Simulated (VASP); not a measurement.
# SiO2 (P4_122) in VASP: single point with PBE

Aim: the single point of SiO2 with PBE.

Program: VASP 6.6.1. These are calculated values, not measurements. Logs are shortened: lines on timing, memory, paths and dates and some standing lists are left out, and cuts for length are marked.

## Step 1: The cell of the first run

It takes space group P4_122 (No. 91, tetragonal). Conventional cell: a = 6.094 Å, b = 6.094 Å, c = 4.769 Å, α = 90.00°, β = 90.00°, γ = 90.00°. Within 2.2 Å of Si (site symmetry 2) lie 4 O at 1.62 to 1.63 Å. Within 2.2 Å of O (site symmetry 2) lie 2 Si at 1.63 Å. O (site symmetry 2) has 2 Si at 1.62 Å within 2.2 Å.

## Step 2: Single point, PBE

POSCAR reads:

```
SiO2
1.0
    6.0938179947      0.0000000000      0.0000000000
    0.0000000000      6.0938179947      0.0000000000
    0.0000000000      0.0000000000      4.7689420648
Si O
4 8
Direct
    0.3466393589      0.0000000000      0.7500000000
    0.6533606411      0.0000000000      0.2500000000
    0.0000000000      0.3466393589      0.0000000000
    0.0000000000      0.6533606411      0.5000000000
    0.5000000000      0.0990144095      0.5000000000
    0.5000000000      0.9009855905      0.0000000000
    0.1962494719      0.1962494719      0.8750000000
    0.1962494719      0.8037505281      0.6250000000
    0.8037505281      0.1962494719      0.1250000000
    0.8037505281      0.8037505281      0.3750000000
    0.9009855905      0.5000000000      0.7500000000
    0.0990144095      0.5000000000      0.2500000000
```

INCAR.step1 reads:

```
  PREC = Accurate
  ENCUT = 520
  EDIFF = 1E-6
  ISMEAR = 0
  SIGMA = 0.02
  LREAL = False
  LASPH = True
  NELM = 80
  ALGO = Normal
  ISIF = 2
  LWAVE = False
  LCHARG = True
  GGA = PE
  NBANDS = 44
```

KPOINTS.step1 reads:

```
Automatic mesh
0
Gamma
  4 4 6
```

INCAR.step2 reads:

```
  PREC = Accurate
  ENCUT = 520
  EDIFF = 1E-6
  ISMEAR = -5
  SIGMA = 0.02
  LREAL = False
  LASPH = True
  NELM = 80
  ALGO = Normal
  ISIF = 2
  LWAVE = False
  LCHARG = False
  GGA = PE
  LORBIT = 11
  NEDOS = 2001
  ICHARG = 11
```

KPOINTS.step2 reads:

```
Automatic mesh
0
Gamma
  6 6 9
```

Potentials or basis: VASP PAW PBE potentials, release 64 (Si, O).

Run with:

```console
$ cat potpaw_PBE.64/Si/POTCAR potpaw_PBE.64/O/POTCAR > POTCAR
$ cp INCAR.step1 INCAR
$ cp KPOINTS.step1 KPOINTS
$ mpirun -np 1 vasp_std > vasp.out
$ cp INCAR.step2 INCAR
$ cp KPOINTS.step2 KPOINTS
$ mpirun -np 1 vasp_std > vasp.out
```

OUTCAR:

```text
PREC = Accurate
   ENCUT = 520
   EDIFF = 1E-6
   ISMEAR = -5
   LREAL = False
   LASPH = True
   NELM = 80
   ISIF = 2
   GGA = PE
   LORBIT = 11
   ICHARG = 11

 ion  position               nearest neighbor table
   1  0.347  0.000  0.750-   7 1.62   8 1.62   5 1.63   6 1.63   2 3.03   2 3.03
   2  0.653  0.000  0.250-   9 1.62  10 1.62   5 1.63   6 1.63   1 3.03   1 3.03
   3  0.000  0.347  0.000-   7 1.62   9 1.62  11 1.63  12 1.63   4 3.03   4 3.03
   4  0.000  0.653  0.500-   8 1.62  10 1.62  11 1.63  12 1.63   3 3.03   3 3.03
   5  0.500  0.099  0.500-   1 1.63   2 1.63
   6  0.500  0.901  0.000-   1 1.63   2 1.63
   7  0.196  0.196  0.875-   1 1.62   3 1.62
   8  0.196  0.804  0.625-   1 1.62   4 1.62
   9  0.804  0.196  0.125-   2 1.62   3 1.62
  10  0.804  0.804  0.375-   2 1.62   4 1.62
  11  0.901  0.500  0.750-   3 1.63   4 1.63
  12  0.099  0.500  0.250-   3 1.63   4 1.63

  LATTYP: Found a simple tetragonal cell.
 ALAT       =     6.0938179947
 C/A-ratio  =     0.7825868887

  Lattice vectors:

 A1 = (   6.0938179947,   0.0000000000,   0.0000000000)
 A2 = (   0.0000000000,   6.0938179947,   0.0000000000)
 A3 = (   0.0000000000,   0.0000000000,   4.7689420648)

Analysis of symmetry for initial positions (statically):
=====================================================================
 Subroutine PRICEL returns:
 Original cell was already a primitive cell.

 Routine SETGRP: Setting up the symmetry group for a
 simple tetragonal supercell.

 Subroutine GETGRP returns: Found  8 space group operations
 (whereof  2 operations were pure point group operations)
 out of a pool of 16 trial point group operations.

The static configuration has the point symmetry C_2 .
 The point group associated with its full space group is D_4 .

Analysis of symmetry for dynamics (positions and initial velocities):
=====================================================================
 Subroutine PRICEL returns:
 Original cell was already a primitive cell.

 Routine SETGRP: Setting up the symmetry group for a
 simple tetragonal supercell.

 Subroutine GETGRP returns: Found  8 space group operations
 (whereof  2 operations were pure point group operations)
 out of a pool of 16 trial point group operations.

The dynamic configuration has the point symmetry C_2 .
 The point group associated with its full space group is D_4 .

 Subroutine INISYM returns: Found  8 space group operations
 (whereof  2 operations are pure point group operations),
 and found     1 'primitive' translations

----------------------------------------------------------------------------------------

                                     Primitive cell

  volume of cell :     177.0928

  direct lattice vectors                    reciprocal lattice vectors
     6.093817995  0.000000000  0.000000000     0.164100733  0.000000000  0.000000000
     0.000000000  6.093817995  0.000000000     0.000000000  0.164100733  0.000000000
     0.000000000  0.000000000  4.768942065     0.000000000  0.000000000  0.209690113

  length of vectors
     6.093817995  6.093817995  4.768942065     0.164100733  0.164100733  0.209690113

  position of ions in fractional coordinates (direct lattice)
     0.346639359  0.000000000  0.750000000
     0.653360641  0.000000000  0.250000000
     0.000000000  0.346639359  0.000000000
     0.000000000  0.653360641  0.500000000
     0.500000000  0.099014410  0.500000000
     0.500000000  0.900985590  0.000000000
     0.196249472  0.196249472  0.875000000
     0.196249472  0.803750528  0.625000000
     0.803750528  0.196249472  0.125000000
     0.803750528  0.803750528  0.375000000
     0.900985590  0.500000000  0.750000000
     0.099014410  0.500000000  0.250000000

  ion indices of the primitive-cell ions
   primitive index   ion index
                 1           1
                 2           2
                 3           3
                 4           4
                 5           5
                 6           6
                 7           7
                 8           8
                 9           9
                10          10
                11          11
                12          12

----------------------------------------------------------------------------------------

 KPOINTS: Automatic mesh

Automatic generation of k-mesh.
 Grid dimensions read from file:
 generate k-points for:    6    6    9

 Generating k-lattice:

  Cartesian coordinates                     Fractional coordinates (reciprocal lattice)
     0.027350122  0.000000000  0.000000000     0.166666667  0.000000000  0.000000000
     0.000000000  0.027350122  0.000000000     0.000000000  0.166666667  0.000000000
     0.000000000  0.000000000  0.023298901     0.000000000  0.000000000  0.111111111

  Length of vectors
     0.027350122  0.027350122  0.023298901

  Shift w.r.t. Gamma in fractional coordinates (k-lattice)
     0.000000000  0.000000000  0.000000000

 TETIRR: Found    489 inequivalent tetrahedra from     1944

 Subroutine IBZKPT returns following result:
 ===========================================

 Found     50 irreducible k-points:

 Following reciprocal coordinates:
            Coordinates               Weight
  0.000000  0.000000  0.000000      1.000000
  0.166667  0.000000  0.000000      4.000000
  0.333333  0.000000  0.000000      4.000000
  0.500000  0.000000  0.000000      2.000000
  0.166667  0.166667  0.000000      4.000000
  0.333333  0.166667  0.000000      8.000000
[... 16 lines left out ...]
  0.333333  0.000000  0.222222      8.000000
  0.500000  0.000000  0.222222      4.000000
 [... further k-points ...]
   k-points           NKPTS =     50   k-points in BZ     NKDIM =     50   number of bands    NBANDS=     39
   number of dos      NEDOS =   2001   number of ions     NIONS =     12
   total plane-waves  NPLWV =  82944
   dimension x,y,z NGX =    48 NGY =   48 NGZ =   36
   dimension x,y,z NGXF=    96 NGYF=   96 NGZF=   72
   ions per type =               4   8
   NGX,Y,Z   is equivalent  to a cutoff of  13.09, 13.09, 12.55 a.u.
   NGXF,Y,Z  is equivalent  to a cutoff of  26.19, 26.19, 25.10 a.u.
 SYSTEM =  unknown system
   PREC   = accura    normal or accurate (medium, high low for compatibility)
   ISTART =      0    job   : 0-new  1-cont  2-samecut
   ICHARG =     11    charge: 1-file 2-atom 10-const
   ISPIN  =      1    spin polarized calculation?
   LNONCOLLINEAR =      F non collinear calculations
   LSORBIT =      F    spin-orbit coupling
   LASPH  =      T    aspherical Exc in radial PAW
   ENCUT  =  520.0 eV  38.22 Ry    6.18 a.u.  11.33 11.33  8.87*2*pi/ulx,y,z
   NELM   =     80;   NELMIN=  2; NELMDL=  0     # of ELM steps
   EDIFF  = 0.1E-05   stopping-criterion for ELM
   LREAL  =      F    real-space projection
   EDIFFG = 0.1E-04   stopping-criterion for IOM
   NSW    =      0    number of steps for IOM
   IBRION =     -1    ionic relax: 0-MD 1-quasi-New 2-CG
   NFREE  =      0    steps in history (QN), initial steepest desc. (CG)
   ISIF   =      2    stress and relaxation
   ISYM   =      2    0-nonsym 1-usesym 2-fastsym
   POTIM  = 0.5000    time-step for ionic-motion
   TEBEG  =    0.0;   TEEND  =   0.0 temperature during run
   PSTRESS=    0.0 pullay stress
   NELECT =      64.0000    total number of electrons
   NUPDOWN=      -1.0000    fix difference up-down
   EMIN   =  10.00;   EMAX   =-10.00  energy-range for DOS
   EFERMI =   0.00;   METHOD = LEGACY
   ISMEAR =    -5;   SIGMA  =   0.02  broadening in eV -4-tet -1-fermi 0-gaus
   EFERMI_NEDOS =   21; number of points for ismear=-14 and -15
   IALGO  =     38    algorithm
   IMIX   =      4    mixing-type and parameters
     AMIX     =   0.40;   BMIX     =  1.00
     AMIX_MAG =   1.60;   BMIX_MAG =  1.00
  volume/ion in A,a.u.               =      14.76        99.59
  Fermi-wavevector in a.u.,A,eV,Ry     =   1.166096  2.203603 18.500944  1.359781
  Thomas-Fermi vector in A             =   2.302614
   LORBIT       =     11    0 simple, 1 ext, 2 COOP (PROOUT), +10 PAW based schemes
   GGA     = PE    functional components
   LHFCALC =     F    Hartree Fock is set to
   AEXX    =    0.0000 exact exchange contribution
   IVDW    =     0    specifies the selected vdW correction
   LEPSILON=     F    determine dielectric tensor
   LRPA    =     F    only Hartree local field effects (RPA)
 non-spin polarized calculation
 Fermi weights with tetrahedron method with Bloechl corrections
  energy-cutoff  :      520.00
  volume of cell :      177.09
 maximum number of plane-waves:      4790
 NGX is ok and might be reduce to    48

 number of electron      63.9999983 magnetization

 Free energy of the ion-electron system (eV)
  ---------------------------------------------------
  ext. energy  EPLUGINS =         0.00000000
  ---------------------------------------------------
  free energy    TOTEN  =       -94.75777224 eV

  energy without entropy =      -94.75777224  energy(sigma->0) =      -94.75777224

 E-fermi :  -0.0664     XC(G=0):  -8.2936

 val. band max:       -0.0754220612   @ k =   0.0000   0.0000   0.0000
 cond. band min:       5.4514568254   @ k =   0.0000   0.0000   0.0000
 fundamental gap:      5.5268788865
 Fermi energy:        -0.0664330667

 k-point     1 :       0.0000    0.0000    0.0000
  band No.  band energies     occupation
      1     -19.4180      2.00000
      2     -18.4962      2.00000
      3     -18.0441      2.00000
      4     -18.0441      2.00000
      5     -17.4359      2.00000
      6     -17.3790      2.00000
[... 31 lines left out ...]
     38       9.6809      0.00000
     39       9.8348      0.00000

 k-point     2 :       0.1667    0.0000    0.0000
  band No.  band energies     occupation
      1     -19.3815      2.00000
      2     -18.6223      2.00000
      3     -18.0400      2.00000
      4     -17.9468      2.00000
      5     -17.4418      2.00000
      6     -17.3845      2.00000
[... 31 lines left out ...]
     38       9.7484      0.00000
     39       9.7608      0.00000

 k-point     3 :       0.3333    0.0000    0.0000
  band No.  band energies     occupation
      1     -19.2780      2.00000
      2     -18.8430      2.00000
      3     -18.0315      2.00000
      4     -17.8119      2.00000
      5     -17.4535      2.00000
      6     -17.3965      2.00000
[... 832 lines left out ...]
 k-point    23 :       0.3333    0.0000    0.2222
  band No.  band energies     occupation
      1     -19.1720      2.00000
      2     -18.7772      2.00000
      3     -18.1314      2.00000
      4     -17.8732      2.00000
      5     -17.4618      2.00000
      6     -17.4069      2.00000
[... 31 lines left out ...]
     38       9.4100      0.00000
     39       9.8921      0.00000

 k-point    24 :       0.5000    0.0000    0.2222
  band No.  band energies     occupation
      1     -19.0791      2.00000
      2     -18.9107      2.00000
      3     -18.1048      2.00000
      4     -17.8585      2.00000
      5     -17.4621      2.00000
      6     -17.4120      2.00000
[... 31 lines left out ...]
     38       9.4095      0.00000
     39       9.6956      0.00000

 [... further k-points ...]

------------------------ aborting loop because EDIFF is reached ----------------------------------------

  FORCE on cell =-STRESS in cart. coord.  units (eV):
  Direction    XX          YY          ZZ          XY          YZ          ZX
  --------------------------------------------------------------------------------------
  -------------------------------------------------------------------------------------
  Total        0.0448505      0.0448505      0.1776296      0.0000000     -0.0000000      0.0000000
  in kB        0.4057673      0.4057673      1.6070333      0.0000000     -0.0000000      0.0000000
  external PRESSURE =       0.8061893 kB  Pullay stress =       0.0000000 kB

 VOLUME and BASIS-vectors are now :
 -----------------------------------------------------------------------------
  energy-cutoff  :      520.00
  volume of cell :      177.09
      direct lattice vectors                 reciprocal lattice vectors
     6.093817995  0.000000000  0.000000000     0.164100733  0.000000000  0.000000000
     0.000000000  6.093817995  0.000000000     0.000000000  0.164100733  0.000000000
     0.000000000  0.000000000  4.768942065     0.000000000  0.000000000  0.209690113

 POSITION                                       TOTAL-FORCE (eV/Angst)
 -----------------------------------------------------------------------------------
      2.11236      0.00000      3.57671        -0.013782      0.000000     -0.000000
      3.98146      0.00000      1.19224         0.013782      0.000000     -0.000000
      0.00000      2.11236      0.00000         0.000000     -0.013782     -0.000000
      0.00000      3.98146      2.38447         0.000000      0.013782     -0.000000
      3.04691      0.60338      2.38447         0.000000      0.004393     -0.000000
      3.04691      5.49044      0.00000         0.000000     -0.004393      0.000000
      1.19591      1.19591      4.17282        -0.007666     -0.007666     -0.000000
      1.19591      4.89791      2.98059        -0.007666      0.007666      0.000000
      4.89791      1.19591      0.59612         0.007666     -0.007666      0.000000
      4.89791      4.89791      1.78835         0.007666      0.007666     -0.000000
      5.49044      3.04691      3.57671        -0.004393      0.000000      0.000000
      0.60338      3.04691      1.19224         0.004393      0.000000     -0.000000
 -----------------------------------------------------------------------------------
    total drift:                               -0.000000      0.000000     -0.000000

  FREE ENERGIE OF THE ION-ELECTRON SYSTEM (eV)
  ---------------------------------------------------
  free  energy   TOTEN  =       -94.7577722436 eV

  energy  without entropy=      -94.7577722436  energy(sigma->0) =      -94.75777224

 total charge

# of ion       s       p       d       tot
------------------------------------------
    1        0.635   0.978   0.000   1.613
    2        0.635   0.978   0.000   1.613
    3        0.635   0.978   0.000   1.613
    4        0.635   0.978   0.000   1.613
    5        1.551   3.674   0.000   5.225
    6        1.551   3.674   0.000   5.225
    7        1.542   3.706   0.000   5.248
    8        1.542   3.706   0.000   5.248
    9        1.542   3.706   0.000   5.248
   10        1.542   3.706   0.000   5.248
   11        1.551   3.674   0.000   5.225
   12        1.551   3.674   0.000   5.225
--------------------------------------------------
tot         14.912  33.429   0.000  48.341
```

It took 8.1 min on 1 thread of Intel Xeon 8259CL, shared host; peak memory 0.41 GiB.

What came out:

```yaml
Valence_electrons_inside_the_program's_atomic_spheres: Si 1.61; O 5.22, 5.25 (each value once)
```
